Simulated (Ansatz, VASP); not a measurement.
## Br in VASP and in Ansatz

```
CELL_PARAMETERS angstrom
-1.35055 1.35055 3.72375
1.35055 -1.35055 3.72375
1.35055 1.35055 -3.72375
ATOMIC_POSITIONS crystal
Br 0.00000 0.00000 0.00000
```

Alike in both runs: task single point; functional PBE; dispersion D3(BJ); k mesh 22 × 22 × 22; occupations gaussian, width 0.15 eV; no spin polarisation.

|  | VASP | Ansatz |
| --- | --- | --- |
| version | VASP 6.6.1 | Ansatz 0.2.0 |
| potentials or method | VASP PAW PBE potentials, release 64 (Br), cutoff 520 eV | scalar-relativistic, plane waves, PAW |
| valence electrons in the cell | 7 | 7 |

|  | VASP | Ansatz | Ansatz less VASP |
| --- | --- | --- | --- |
| gap on the k mesh at the Fermi level (eV) | none | none | - |
| pressure (GPa) | 7.0 | 7.0 | -0.01 |
| traceless stress, the component that is largest in VASP (GPa) | -7.89 | -7.87 | +0.016 |

A gap of «none» marks a metal or a gap that the smearing closes.
